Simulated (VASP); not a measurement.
# CuSi16 (a cell with a defect) in VASP: single point with PBEsol

Aim: the single point of CuSi16 (a cell with a defect) with PBEsol.

All numbers are computed with VASP 6.6.1; they aren't measurements. Logs are shortened: lines on timing, memory, paths and dates and some standing lists are left out, and cuts for length are marked.

**1. The cell of the first run**

The cell holds a defect, 17 atoms: a = 7.679 Å, b = 7.679 Å, c = 7.679 Å, α = 60.00°, β = 60.00°, γ = 60.00°.

**2. Single point, PBEsol**

INCAR reads:

```
SYSTEM = CuSi16
PREC = Accurate
ENCUT = 520
EDIFF = 1E-6
ISMEAR = -1
SIGMA = 0.02
LREAL = Auto
LASPH = .TRUE.
NELM = 60
ALGO = Normal
ISIF = 2
LWAVE = .FALSE.
LCHARG = .FALSE.
GGA = PS
NELECT = 74.0
NBANDS = 52
```

KPOINTS reads:

```
regular mesh
0
G
  2 2 2
  0 0 0
```

POSCAR reads:

```
CuSi16
1.0
    0.0000000000      5.4300000000      5.4300000000
    5.4300000000      0.0000000000      5.4300000000
    5.4300000000      5.4300000000      0.0000000000
Si Cu
16 1
Direct
    0.0064777519      0.0050071663      0.0045907391
    0.1300423533      0.1300590752      0.1293570944
    0.0062550401      0.0070328850      0.5023430106
    0.1279829634      0.1294263521      0.6327950946
    0.0054853054      0.5029959559      0.0064132500
    0.1275841871      0.6332758640      0.1286609058
   -0.0103370703      0.5016163112      0.5009574698
    0.1176276875      0.6321446477      0.6311473766
    0.5033458590      0.0070672210      0.0071110350
    0.6345944071      0.1289658925      0.1285010576
    0.5006101976     -0.0096885252      0.5007983088
    0.6308169610      0.1175744137      0.6321062035
    0.5001580213      0.5010968539     -0.0096433439
    0.6298082466      0.6322068391      0.1187294563
    0.4862216451      0.4864202574      0.4874501109
    0.6099587816      0.6114807192      0.6109692500
    0.7341680622      0.7328730709      0.7352742808
```

Potentials or basis: VASP PAW PBE potentials, release 64 (Si, Cu).

On the command line:

```console
$ cat potpaw_PBE.64/Si/POTCAR potpaw_PBE.64/Cu/POTCAR > POTCAR
$ mpirun -np 1 vasp_std > vasp.out
```

OUTCAR:

```text
SYSTEM = CuSi16
   PREC = Accurate
   ENCUT = 520
   EDIFF = 1E-6
   ISMEAR = -1
   LREAL = Auto
   LASPH = .TRUE.
   NELM = 60
   ISIF = 2
   GGA = PS
   NELECT = 74.0

 ion  position               nearest neighbor table
   1  0.006  0.005  0.005-   6 2.33   4 2.33  10 2.33   2 2.34
   2  0.130  0.130  0.129-   5 2.34   3 2.34   9 2.34   1 2.34
   3  0.006  0.007  0.502-   2 2.34   4 2.35   8 2.35  12 2.36
   4  0.128  0.129  0.633-   1 2.33   7 2.34  11 2.34   3 2.35
   5  0.005  0.503  0.006-   2 2.34   6 2.35   8 2.35  14 2.36  17 2.96
   6  0.128  0.633  0.129-   1 2.33   7 2.34  13 2.34   5 2.35
   7  0.990  0.502  0.501-   4 2.34   6 2.34  16 2.39   8 2.44  17 2.53
   8  0.118  0.632  0.631-  15 2.33   3 2.35   5 2.35  17 2.43   7 2.44
   9  0.503  0.007  0.007-   2 2.34  10 2.35  14 2.35  12 2.35
  10  0.635  0.129  0.129-   1 2.33  13 2.34  11 2.34   9 2.35
  11  0.501  0.990  0.501-  10 2.34   4 2.34  16 2.39  12 2.44  17 2.55
  12  0.631  0.118  0.632-  15 2.33   9 2.35   3 2.36  17 2.43  11 2.44
  13  0.500  0.501  0.990-  10 2.34   6 2.34  16 2.39  14 2.44  17 2.53
  14  0.630  0.632  0.119-  15 2.33   9 2.35   5 2.36  17 2.43  13 2.44
  15  0.486  0.486  0.487-   8 2.33  14 2.33  12 2.33  16 2.33
  16  0.610  0.611  0.611-  17 2.32  15 2.33  11 2.39  13 2.39   7 2.39
  17  0.734  0.733  0.735-  16 2.32  14 2.43   8 2.43  12 2.43   7 2.53  13 2.53  11 2.55   5 2.96

  LATTYP: Found a face centered cubic cell.
 ALAT       =    10.8600000000

  Lattice vectors:

 A1 = (   0.0000000000,   5.4300000000,   5.4300000000)
 A2 = (   5.4300000000,   0.0000000000,   5.4300000000)
 A3 = (   5.4300000000,   5.4300000000,   0.0000000000)

Analysis of symmetry for initial positions (statically):
=====================================================================
 Subroutine PRICEL returns:
 Original cell was already a primitive cell.

 Routine SETGRP: Setting up the symmetry group for a
 face centered cubic supercell.

 Subroutine GETGRP returns: Found  1 space group operations
 (whereof  1 operations were pure point group operations)
 out of a pool of 48 trial point group operations.

The static configuration has the point symmetry C_1 .

Analysis of symmetry for dynamics (positions and initial velocities):
=====================================================================
 Subroutine PRICEL returns:
 Original cell was already a primitive cell.

 Routine SETGRP: Setting up the symmetry group for a
 face centered cubic supercell.

 Subroutine GETGRP returns: Found  1 space group operations
 (whereof  1 operations were pure point group operations)
 out of a pool of 48 trial point group operations.

The dynamic configuration has the point symmetry C_1 .

 Subroutine INISYM returns: Found  1 space group operations
 (whereof  1 operations are pure point group operations),
 and found     1 'primitive' translations

----------------------------------------------------------------------------------------

                                     Primitive cell

  volume of cell :     320.2060

  direct lattice vectors                    reciprocal lattice vectors
     0.000000000  5.430000000  5.430000000    -0.092081031  0.092081031  0.092081031
     5.430000000  0.000000000  5.430000000     0.092081031 -0.092081031  0.092081031
     5.430000000  5.430000000  0.000000000     0.092081031  0.092081031 -0.092081031

  length of vectors
     7.679179644  7.679179644  7.679179644     0.159489025  0.159489025  0.159489025

  position of ions in fractional coordinates (direct lattice)
     0.006477752  0.005007166  0.004590739
     0.130042353  0.130059075  0.129357094
     0.006255040  0.007032885  0.502343011
     0.127982963  0.129426352  0.632795095
     0.005485305  0.502995956  0.006413250
     0.127584187  0.633275864  0.128660906
[... 9 lines left out ...]
     0.609958782  0.611480719  0.610969250
     0.734168062  0.732873071  0.735274281

  ion indices of the primitive-cell ions
   primitive index   ion index
                 1           1
                 2           2
                 3           3
                 4           4
                 5           5
                 6           6
[... 9 lines left out ...]
                16          16
                17          17

----------------------------------------------------------------------------------------

 KPOINTS: regular mesh

Automatic generation of k-mesh.
 Grid dimensions read from file:
 generate k-points for:    2    2    2

 Generating k-lattice:

  Cartesian coordinates                     Fractional coordinates (reciprocal lattice)
    -0.046040516  0.046040516  0.046040516     0.500000000  0.000000000  0.000000000
     0.046040516 -0.046040516  0.046040516     0.000000000  0.500000000  0.000000000
     0.046040516  0.046040516 -0.046040516     0.000000000  0.000000000  0.500000000

  Length of vectors
     0.079744512  0.079744512  0.079744512

  Shift w.r.t. Gamma in fractional coordinates (k-lattice)
     0.000000000  0.000000000  0.000000000

 Subroutine IBZKPT returns following result:
 ===========================================

 Found      8 irreducible k-points:

 Following reciprocal coordinates:
            Coordinates               Weight
  0.000000  0.000000  0.000000      1.000000
  0.500000  0.000000  0.000000      1.000000
  0.000000  0.500000  0.000000      1.000000
  0.000000  0.000000  0.500000      1.000000
  0.500000  0.500000  0.500000      1.000000
  0.500000  0.500000  0.000000      1.000000
  0.000000  0.500000  0.500000      1.000000
  0.500000  0.000000  0.500000      1.000000
   k-points           NKPTS =      8   k-points in BZ     NKDIM =      8   number of bands    NBANDS=     52
   number of dos      NEDOS =    301   number of ions     NIONS =     17
   total plane-waves  NPLWV = 216000
   dimension x,y,z NGX =    60 NGY =   60 NGZ =   60
   dimension x,y,z NGXF=   120 NGYF=  120 NGZF=  120
   ions per type =              16   1
   NGX,Y,Z   is equivalent  to a cutoff of  12.99, 12.99, 12.99 a.u.
   NGXF,Y,Z  is equivalent  to a cutoff of  25.98, 25.98, 25.98 a.u.
 SYSTEM =  CuSi16
   PREC   = accura    normal or accurate (medium, high low for compatibility)
   ISTART =      0    job   : 0-new  1-cont  2-samecut
   ICHARG =      2    charge: 1-file 2-atom 10-const
   ISPIN  =      1    spin polarized calculation?
   LNONCOLLINEAR =      F non collinear calculations
   LSORBIT =      F    spin-orbit coupling
   LASPH  =      T    aspherical Exc in radial PAW
   ENCUT  =  520.0 eV  38.22 Ry    6.18 a.u.  14.28 14.28 14.28*2*pi/ulx,y,z
   NELM   =     60;   NELMIN=  2; NELMDL= -5     # of ELM steps
   EDIFF  = 0.1E-05   stopping-criterion for ELM
   LREAL  =      T    real-space projection
   EDIFFG = 0.1E-04   stopping-criterion for IOM
   NSW    =      0    number of steps for IOM
   IBRION =     -1    ionic relax: 0-MD 1-quasi-New 2-CG
   NFREE  =      0    steps in history (QN), initial steepest desc. (CG)
   ISIF   =      2    stress and relaxation
   ISYM   =      2    0-nonsym 1-usesym 2-fastsym
   POTIM  = 0.5000    time-step for ionic-motion
   TEBEG  =    0.0;   TEEND  =   0.0 temperature during run
   PSTRESS=    0.0 pullay stress
   NELECT =      74.0000    total number of electrons
   NUPDOWN=      -1.0000    fix difference up-down
   EMIN   =  10.00;   EMAX   =-10.00  energy-range for DOS
   EFERMI =   0.00;   METHOD = LEGACY
   ISMEAR =    -1;   SIGMA  =   0.02  broadening in eV -4-tet -1-fermi 0-gaus
   EFERMI_NEDOS =   21; number of points for ismear=-14 and -15
   IALGO  =     38    algorithm
   IMIX   =      4    mixing-type and parameters
     AMIX     =   0.40;   BMIX     =  1.00
     AMIX_MAG =   1.60;   BMIX_MAG =  1.00
  volume/ion in A,a.u.               =      18.84       127.11
  Fermi-wavevector in a.u.,A,eV,Ry     =   1.004636  1.898488 13.732283  1.009294
  Thomas-Fermi vector in A             =   2.137265
   LORBIT       =      0    0 simple, 1 ext, 2 COOP (PROOUT), +10 PAW based schemes
   GGA     = PS    functional components
   LHFCALC =     F    Hartree Fock is set to
   AEXX    =    0.0000 exact exchange contribution
   IVDW    =     0    specifies the selected vdW correction
   LEPSILON=     F    determine dielectric tensor
   LRPA    =     F    only Hartree local field effects (RPA)
 non-spin polarized calculation
  energy-cutoff  :      520.00
  volume of cell :      320.21
 maximum number of plane-waves:      8646
 NGX is ok and might be reduce to    60
   NGX = 29   NGY = 29   NGZ = 29

 number of electron      74.0000001 magnetization

 Free energy of the ion-electron system (eV)
  ---------------------------------------------------
  ext. energy  EPLUGINS =         0.00000000
  ---------------------------------------------------
  free energy    TOTEN  =      -100.07935224 eV

  energy without entropy =     -100.07934312  energy(sigma->0) =     -100.07934768

 E-fermi :   6.3508     XC(G=0):  -9.7562

 val. band max:        6.1565988073   @ k =   0.0000   0.0000   0.0000
 cond. band min:       6.5381670547   @ k =   0.0000   0.0000   0.0000
 fundamental gap:      0.3815682474
 Fermi energy:         6.3507787338

 k-point     1 :       0.0000    0.0000    0.0000
  band No.  band energies     occupation
      1      -5.9700      2.00000
      2      -3.6190      2.00000
      3      -3.5491      2.00000
      4      -3.5279      2.00000
      5      -3.5201      2.00000
      6      -2.1099      2.00000
[... 41 lines left out ...]
     48       8.3372      0.00000
     49       8.6750      0.00000

 k-point     2 :       0.5000    0.0000    0.0000
  band No.  band energies     occupation
      1      -5.3034      2.00000
      2      -4.9998      2.00000
      3      -3.3716      2.00000
      4      -3.3215      2.00000
      5      -3.2165      2.00000
      6      -3.0884      2.00000
[... 41 lines left out ...]
     48       9.7150      0.00000
     49       9.8549      0.00000

 k-point     3 :       0.0000    0.5000    0.0000
  band No.  band energies     occupation
      1      -5.3059      2.00000
      2      -4.9955      2.00000
      3      -3.3700      2.00000
      4      -3.3186      2.00000
      5      -3.2230      2.00000
      6      -3.0908      2.00000
[... 41 lines left out ...]
     48       9.7238      0.00000
     49       9.8580      0.00000

 k-point     4 :       0.0000    0.0000    0.5000
  band No.  band energies     occupation
      1      -5.3045      2.00000
      2      -4.9975      2.00000
      3      -3.3704      2.00000
      4      -3.3198      2.00000
      5      -3.2209      2.00000
      6      -3.0901      2.00000
[... 41 lines left out ...]
     48       9.7206      0.00000
     49       9.8608      0.00000

 k-point     5 :       0.5000    0.5000    0.5000
  band No.  band energies     occupation
      1      -5.2593      2.00000
      2      -5.0570      2.00000
      3      -3.4010      2.00000
      4      -3.2409      2.00000
      5      -3.2331      2.00000
      6      -3.0880      2.00000
[... 41 lines left out ...]
     48       9.6825      0.00000
     49       9.6936      0.00000

 k-point     6 :       0.5000    0.5000    0.0000
  band No.  band energies     occupation
      1      -5.0138      2.00000
      2      -4.7846      2.00000
      3      -3.9364      2.00000
      4      -3.8423      2.00000
      5      -3.8094      2.00000
      6      -3.7893      2.00000
[... 41 lines left out ...]
     48      10.3660      0.00000
     49      10.3760      0.00000

 k-point     7 :       0.0000    0.5000    0.5000
  band No.  band energies     occupation
      1      -5.0135      2.00000
      2      -4.7849      2.00000
      3      -3.9375      2.00000
      4      -3.8444      2.00000
      5      -3.8055      2.00000
      6      -3.7900      2.00000
[... 41 lines left out ...]
     48      10.3668      0.00000
     49      10.3759      0.00000

 k-point     8 :       0.5000    0.0000    0.5000
  band No.  band energies     occupation
      1      -5.0132      2.00000
      2      -4.7854      2.00000
      3      -3.9365      2.00000
      4      -3.8412      2.00000
      5      -3.8106      2.00000
      6      -3.7888      2.00000
[... 41 lines left out ...]
     48      10.3683      0.00000
     49      10.3741      0.00000
 [bands above 49 left out]

------------------------ aborting loop because EDIFF is reached ----------------------------------------

  FORCE on cell =-STRESS in cart. coord.  units (eV):
  Direction    XX          YY          ZZ          XY          YZ          ZX
  --------------------------------------------------------------------------------------
  -------------------------------------------------------------------------------------
  Total       -5.8371545     -5.9387835     -5.8719666      0.3290476      0.2145508      0.3306838
  in kB      -29.2066862    -29.7151956    -29.3808714      1.6464170      1.0735228      1.6546036
  external PRESSURE =     -29.4342511 kB  Pullay stress =       0.0000000 kB

 VOLUME and BASIS-vectors are now :
 -----------------------------------------------------------------------------
  energy-cutoff  :      520.00
  volume of cell :      320.21
      direct lattice vectors                 reciprocal lattice vectors
     0.000000000  5.430000000  5.430000000    -0.092081031  0.092081031  0.092081031
     5.430000000  0.000000000  5.430000000     0.092081031 -0.092081031  0.092081031
     5.430000000  5.430000000  0.000000000     0.092081031  0.092081031 -0.092081031

 POSITION                                       TOTAL-FORCE (eV/Angst)
 -----------------------------------------------------------------------------------
      0.05212      0.06010      0.06236         0.023202     -0.006369     -0.000656
      1.40863      1.40854      1.41235        -0.004338      0.013356      0.012055
      2.76591      2.76169      0.07215         0.022817     -0.012904     -0.005002
      4.13886      4.13102      1.39773        -0.023850      0.018674      0.001811
      2.76609      0.06461      2.76105         0.027451     -0.008132      0.001358
      4.13732      1.39141      4.13147        -0.017964      0.003376      0.016036
[... 9 lines left out ...]
      6.63790      6.62964      6.63242        -0.030560      0.000955     -0.012170
      7.97204      7.97907      7.96603         0.030551      0.011013      0.019903
 -----------------------------------------------------------------------------------
    total drift:                               -0.000560     -0.002709     -0.003414

  FREE ENERGIE OF THE ION-ELECTRON SYSTEM (eV)
  ---------------------------------------------------
  free  energy   TOTEN  =      -100.0793522427 eV

  energy  without entropy=     -100.0793431185  energy(sigma->0) =     -100.07934768
```

It took 4.2 min on 1 thread of Intel Xeon 6975P-C (Granite Rapids), shared host; peak memory 0.48 GiB.

What came out:

```
Free energy   : -100.0794 eV
Largest force : 0.046 eV/Å
```

Forces in eV/Å, atoms in the order of the input:
```
Si   0.023 -0.006 -0.001
Si  -0.004  0.013  0.012
Si   0.023 -0.013 -0.005
Si  -0.024  0.019  0.002
Si   0.027 -0.008  0.001
Si  -0.018  0.003  0.016
Si   0.001 -0.007 -0.002
Si  -0.019  0.000 -0.015
Si   0.011 -0.023 -0.015
Si  -0.006 -0.008 -0.018
Si   0.035  0.000  0.021
Si  -0.032 -0.010  0.008
Si   0.031  0.011  0.003
Si  -0.041  0.016 -0.015
Si  -0.010  0.000 -0.001
Si  -0.031  0.001 -0.012
Cu   0.031  0.011  0.020
```

Levels at points of the mesh, in eV from the Fermi level:
| k point | band 34 | band 35 | band 36 | band 37 | band 38 | band 39 | band 40 | band 41 |
| --- | --- | --- | --- | --- | --- | --- | --- | --- |
| (0.00, 0.00, 0.00) | -0.93 | -0.73 | -0.21 | -0.19 | 0.19 | 0.48 | 0.48 | 0.51 |
| (0.50, 0.00, 0.00) | -0.91 | -0.85 | -0.80 | -0.72 | 0.52 | 0.96 | 1.15 | 1.21 |
| (0.00, 0.50, 0.00) | -0.90 | -0.85 | -0.79 | -0.71 | 0.51 | 0.97 | 1.16 | 1.21 |
| (0.00, 0.00, 0.50) | -0.90 | -0.85 | -0.79 | -0.72 | 0.51 | 0.97 | 1.16 | 1.21 |
| (0.50, 0.50, 0.50) | -0.94 | -0.92 | -0.74 | -0.74 | 0.31 | 1.15 | 1.20 | 1.21 |
| (0.50, 0.50, 0.00) | -1.53 | -1.45 | -1.42 | -1.00 | 0.58 | 0.94 | 1.92 | 1.97 |
| (0.00, 0.50, 0.50) | -1.54 | -1.45 | -1.42 | -1.00 | 0.58 | 0.94 | 1.92 | 1.97 |
| (0.50, 0.00, 0.50) | -1.53 | -1.46 | -1.42 | -1.01 | 0.58 | 0.94 | 1.92 | 1.97 |

Caveat: the k points lie up to 0.50 Å⁻¹ apart; the cell carries a net charge on a neutralising background, which shifts energy and pressure; the cell is charged against a uniform background, so pressure and absolute levels hang on convention; the PAW data sets were made with another functional, which shifts forces and pressure a little.
